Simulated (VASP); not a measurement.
# H7RuC16 in VASP: single point with PBE

Aim: the single point of H7RuC16 with PBE.

Everything below comes from runs of VASP 6.6.1. Logs are shortened: lines on timing, memory, paths and dates and some standing lists are left out, and cuts for length are marked.

## (1) The cell of the first run

The cell holds a slab with vacuum, 24 atoms: a = 5.049 Å, b = 5.049 Å, c = 15.776 Å, α = 90.00°, β = 90.00°, γ = 60.00°.

## (2) Single point, PBE, collinear spin, ferromagnetic start

File INCAR:

```
  PREC = Accurate
  ENCUT = 520
  EDIFF = 1E-7
  ISMEAR = 0
  SIGMA = 0.02
  LREAL = Auto
  LASPH = True
  NELM = 150
  ALGO = Normal
  ISIF = 2
  LWAVE = False
  LCHARG = True
  ISPIN = 2
  MAGMOM = 0 0 0 0 0 0 0 0 0 0 0 0 0 0 0 0 0 0 0 0 0 0 0 1.67
  LORBIT = 11
  LMAXMIX = 4
  GGA = PE
  LELF = True
  LVHAR = True
  NBANDS = 64
```

File KPOINTS:

```
Automatic mesh
0
Gamma
  3 3 1
```

File POSCAR:

```
H7RuC16
1.0
    5.0487420000      0.0000000000      0.0000000000
    2.5243710000      4.3723390000      0.0000000000
    0.0000000000      0.0000000000     15.7764260000
H C Ru
7 16 1
Direct
    0.1666667848      0.1666666285      0.0633857123
    0.6666667848      0.1666666285      0.0633857123
    0.1666666285      0.6666667429      0.0633857123
    0.6666666285      0.6666667429      0.0633857123
    0.5000000000      0.0000000000      0.3661428767
    0.0000000419      0.5000001144      0.3661428767
    0.5000000419      0.5000001144      0.3661428767
    0.1666667848      0.1666666285      0.1331099959
    0.6666667848      0.1666666285      0.1331099959
    0.1666666285      0.6666667429      0.1331099959
    0.6666666285      0.6666667429      0.1331099959
   -0.1666666285      0.3333332571      0.1657717027
    0.3333333715      0.3333332571      0.1657717027
   -0.1666665867      0.8333333715      0.1657717027
    0.3333334133      0.8333333715      0.1657717027
   -0.1666666285      0.3333332571      0.2637568230
    0.3333333715      0.3333332571      0.2637568230
   -0.1666665867      0.8333333715      0.2637568230
    0.3333334133      0.8333333715      0.2637568230
    0.0000000000      0.0000000000      0.2964185932
    0.5000000000      0.0000000000      0.2964185932
    0.0000000419      0.5000001144      0.2964185932
    0.5000000419      0.5000001144      0.2964185932
    0.6653269024      0.6823835023      0.4339655889
```

Potentials or basis: VASP PAW PBE potentials, release 64 (H, C, Ru_pv).

The run is started by

```bash
cat potpaw_PBE.64/H/POTCAR potpaw_PBE.64/C/POTCAR potpaw_PBE.64/Ru_pv/POTCAR > POTCAR
mpirun -np 1 vasp_std > vasp.out
```

OUTCAR:

```text
PREC = Accurate
   ENCUT = 520
   EDIFF = 1E-7
   ISMEAR = 0
   LREAL = Auto
   LASPH = True
   NELM = 150
   ISIF = 2
   ISPIN = 2
   LORBIT = 11
   GGA = PE

 ion  position               nearest neighbor table
   1  0.167  0.167  0.063-   8 1.10
   2  0.667  0.167  0.063-   9 1.10
   3  0.167  0.667  0.063-  10 1.10
   4  0.667  0.667  0.063-  11 1.10
   5  0.500  0.000  0.366-  21 1.10  24 1.75
   6  0.000  0.500  0.366-  22 1.10  24 1.81
   7  0.500  0.500  0.366-  23 1.10  24 1.86
   8  0.167  0.167  0.133-   1 1.10  13 1.55  15 1.55  12 1.55
   9  0.667  0.167  0.133-   2 1.10  12 1.55  14 1.55  13 1.55
  10  0.167  0.667  0.133-   3 1.10  14 1.55  15 1.55  13 1.55
  11  0.667  0.667  0.133-   4 1.10  15 1.55  14 1.55  12 1.55
  12  0.833  0.333  0.166-   9 1.55  16 1.55   8 1.55  11 1.55
  13  0.333  0.333  0.166-   8 1.55  17 1.55   9 1.55  10 1.55
  14  0.833  0.833  0.166-  10 1.55   9 1.55  18 1.55  11 1.55
  15  0.333  0.833  0.166-  11 1.55   8 1.55  19 1.55  10 1.55
  16  0.833  0.333  0.264-  12 1.55  20 1.55  23 1.55  22 1.55
  17  0.333  0.333  0.264-  13 1.55  21 1.55  22 1.55  23 1.55
  18  0.833  0.833  0.264-  14 1.55  20 1.55  22 1.55  21 1.55
  19  0.333  0.833  0.264-  15 1.55  21 1.55  23 1.55  20 1.55
  20  0.000  0.000  0.296-  18 1.55  16 1.55  19 1.55
  21  0.500  0.000  0.296-   5 1.10  19 1.55  17 1.55  18 1.55  24 2.58
  22  0.000  0.500  0.296-   6 1.10  18 1.55  17 1.55  16 1.55  24 2.62
  23  0.500  0.500  0.296-   7 1.10  19 1.55  16 1.55  17 1.55  24 2.65
  24  0.665  0.682  0.434-   5 1.75   6 1.81   7 1.86  21 2.58  22 2.62  23 2.65

  LATTYP: Found a hexagonal cell.
 ALAT       =     5.0487421480
 C/A-ratio  =     3.1248230822

  Lattice vectors:

 A1 = (  -2.5243710000,  -4.3723390000,   0.0000000000)
 A2 = (   5.0487420000,   0.0000000000,   0.0000000000)
 A3 = (   0.0000000000,   0.0000000000,  15.7764260000)

Analysis of symmetry for initial positions (statically):
=====================================================================
 Subroutine PRICEL returns:
 Original cell was already a primitive cell.

 Routine SETGRP: Setting up the symmetry group for a
 hexagonal supercell.

 Subroutine GETGRP returns: Found  1 space group operations
 (whereof  1 operations were pure point group operations)
 out of a pool of 24 trial point group operations.

The static configuration has the point symmetry C_1 .

Analysis of symmetry for dynamics (positions and initial velocities):
=====================================================================
 Subroutine PRICEL returns:
 Original cell was already a primitive cell.

 Routine SETGRP: Setting up the symmetry group for a
[... 188 lines left out ...]
  ---------------------------------------------------
  free energy    TOTEN  =      -171.93191595 eV

  energy without entropy =     -171.93191593  energy(sigma->0) =     -171.93191594

 E-fermi :   1.2782     XC(G=0):  -5.9373

 val. band max:        1.2088786377   @ k =   0.3333   0.3333   0.0000
 cond. band min:       1.3448829975   @ k =   0.0000   0.0000   0.0000
 fundamental gap:      0.1360043598
 Fermi energy:         1.2781647159

 spin component 1

 k-point     1 :       0.0000    0.0000    0.0000
  band No.  band energies     occupation
      1     -41.1371      1.00000
      2     -40.7535      1.00000
      3     -40.7305      1.00000
      4     -19.5862      1.00000
      5     -16.9557      1.00000
      6     -14.3828      1.00000
[... 274 lines left out ...]
     53       6.7819      0.00000
     54       7.4549      0.00000
 Fermi energy:         1.2781647159

 spin component 2

 k-point     1 :       0.0000    0.0000    0.0000
  band No.  band energies     occupation
      1     -39.5094      1.00000
      2     -39.2878      1.00000
      3     -39.2710      1.00000
      4     -19.5394      1.00000
      5     -16.9023      1.00000
      6     -14.3323      1.00000
[... 274 lines left out ...]
     53       7.0300      0.00000
     54       7.6467      0.00000
 [bands above 54 left out]

------------------------ aborting loop because EDIFF is reached ----------------------------------------

  FORCE on cell =-STRESS in cart. coord.  units (eV):
  Direction    XX          YY          ZZ          XY          YZ          ZX
  --------------------------------------------------------------------------------------
  -------------------------------------------------------------------------------------
  Total        1.1972739      1.8238426      2.8638220     -0.1501925     -0.1293395     -0.0265914
  in kB        5.5080574      8.3905864     13.1750106     -0.6909605     -0.5950261     -0.1223337
  external PRESSURE =       9.0245515 kB  Pullay stress =       0.0000000 kB

 VOLUME and BASIS-vectors are now :
 -----------------------------------------------------------------------------
  energy-cutoff  :      520.00
  volume of cell :      348.26
      direct lattice vectors                 reciprocal lattice vectors
     5.048742000  0.000000000  0.000000000     0.198069143 -0.114355268  0.000000000
     2.524371000  4.372339000  0.000000000     0.000000000  0.228710537  0.000000000
     0.000000000  0.000000000 15.776426000     0.000000000  0.000000000  0.063385712

 POSITION                                       TOTAL-FORCE (eV/Angst)
 -----------------------------------------------------------------------------------
      1.26219      0.72872      1.00000         0.016189      0.010047     -0.177504
      3.78656      0.72872      1.00000        -0.016612      0.011061     -0.177691
      2.52437      2.91489      1.00000         0.000670     -0.021119     -0.177748
      5.04874      2.91489      1.00000        -0.000853     -0.001530     -0.204505
      2.52437      0.00000      5.77643        -0.030486      1.160902      0.937016
      1.26219      2.18617      5.77643         0.729093     -0.479693      0.986922
[... 16 lines left out ...]
      3.78656      2.18617      4.67643         0.529835      0.313955     -2.319483
      5.08165      2.98361      6.84643        -0.067098     -0.221815      1.231702
 -----------------------------------------------------------------------------------
    total drift:                               -0.000343      0.000198     -0.055247

  FREE ENERGIE OF THE ION-ELECTRON SYSTEM (eV)
  ---------------------------------------------------
  free  energy   TOTEN  =      -171.9319159515 eV

  energy  without entropy=     -171.9319159326  energy(sigma->0) =     -171.93191594

 total charge

# of ion       s       p       d       tot
------------------------------------------
    1        0.651   0.043   0.000   0.695
    2        0.651   0.043   0.000   0.695
    3        0.651   0.043   0.000   0.695
    4        0.651   0.044   0.000   0.694
    5        0.665   0.057   0.000   0.722
    6        0.660   0.054   0.000   0.714
[... 16 lines left out ...]
   23        0.840   1.741   0.000   2.581
   24        0.139   6.041   6.375  12.554
--------------------------------------------------
tot         18.055  34.070   6.375  58.500

 magnetization (x)

# of ion       s       p       d       tot
------------------------------------------
    1        0.001  -0.000   0.000   0.001
    2        0.001  -0.000   0.000   0.001
    3        0.001   0.000   0.000   0.001
    4        0.003   0.000   0.000   0.003
    5       -0.004   0.009   0.000   0.006
    6       -0.003   0.008   0.000   0.006
[... 16 lines left out ...]
   23        0.010   0.034   0.000   0.044
   24        0.003   0.012   1.975   1.989
--------------------------------------------------
tot          0.078   0.448   1.975   2.501
```

OSZICAR:

```text
N       E                     dE             d eps       ncg     rms          rms(c)
DAV:   1     0.518379345750E+03    0.51838E+03   -0.40250E+04  1440   0.114E+03
DAV:   2    -0.122181901682E+03   -0.64056E+03   -0.60409E+03  1672   0.274E+02
DAV:   3    -0.181328936340E+03   -0.59147E+02   -0.58479E+02  1632   0.797E+01
[... 22 lines left out ...]
DAV:  26    -0.171931913873E+03   -0.19516E-05   -0.17563E-07  1152   0.130E-03    0.318E-04
DAV:  27    -0.171931915378E+03   -0.15049E-05   -0.14732E-07  1176   0.111E-03    0.187E-04
DAV:  28    -0.171931915786E+03   -0.40766E-06   -0.72594E-08  1168   0.826E-04    0.132E-04
DAV:  29    -0.171931915914E+03   -0.12845E-06   -0.35410E-08  1160   0.590E-04    0.795E-05
DAV:  30    -0.171931915951E+03   -0.37075E-07   -0.23060E-08  1128   0.471E-04
   1 F= -.17193192E+03 E0= -.17193192E+03  d E =-.188550E-07  mag=     3.0000
```

It took 4.8 min on 1 thread of Intel Xeon 6975P-C (Granite Rapids), shared host; peak memory 0.65 GiB.

What came out:

* Free energy: -171.9319 eV
* Largest force: 2.674 eV/Å
* Band gap on the k mesh: 0.14 eV (least direct gap 0.27 eV)
* Net moment: 3.00 μB per cell
* Site moments: H +0.00, +0.01 (each value once); C -0.00, +0.00, +0.01, +0.02, -0.01, +0.29, +0.05, +0.04 (each value once); Ru +1.99 μB
* Valence electrons inside the program's atomic spheres: H 0.69, 0.72, 0.71 (each value once); C 2.59, 2.56, 2.45, 2.58 (each value once); Ru 12.55

Forces in eV/Å, atoms in the order of the input:
```
H    0.016  0.010 -0.178
H   -0.017  0.011 -0.178
H    0.001 -0.021 -0.178
H   -0.001 -0.002 -0.205
H   -0.030  1.161  0.937
H    0.729 -0.480  0.987
H   -0.594 -0.369  0.993
C   -0.047 -0.029  1.103
C    0.047 -0.031  1.107
C   -0.002  0.058  1.110
C    0.001  0.001  1.039
C    0.003 -0.037 -1.112
C   -0.007 -0.015 -0.931
C    0.030  0.021 -1.125
C   -0.029  0.024 -1.119
C   -0.001 -0.619  1.482
C    0.009  0.018  1.597
C    0.547  0.315  1.388
C   -0.543  0.311  1.434
C   -0.025 -0.045 -2.065
C    0.009 -0.718 -2.576
C   -0.560  0.342 -2.425
C    0.530  0.314 -2.319
Ru  -0.067 -0.222  1.232
```

Levels at points of the mesh, in eV from the valence-band top:
Spin up:
| k point | band 42 | band 43 | band 44 | band 45 | band 46 | band 47 |
| --- | --- | --- | --- | --- | --- | --- |
| (0.00, 0.00, 0.00) | -0.86 | -0.80 | -0.68 | 0.14 | 2.02 | 3.44 |
Spin down:
```csv
k point,band 38,band 39,band 40,band 41,band 42,band 43,band 44,band 45
"(0.00, 0.00, 0.00)",-0.98,-0.98,-0.13,-0.13,0.54,0.81,1.02,1.07
```

Caveat: the k points lie up to 0.48 Å⁻¹ apart.
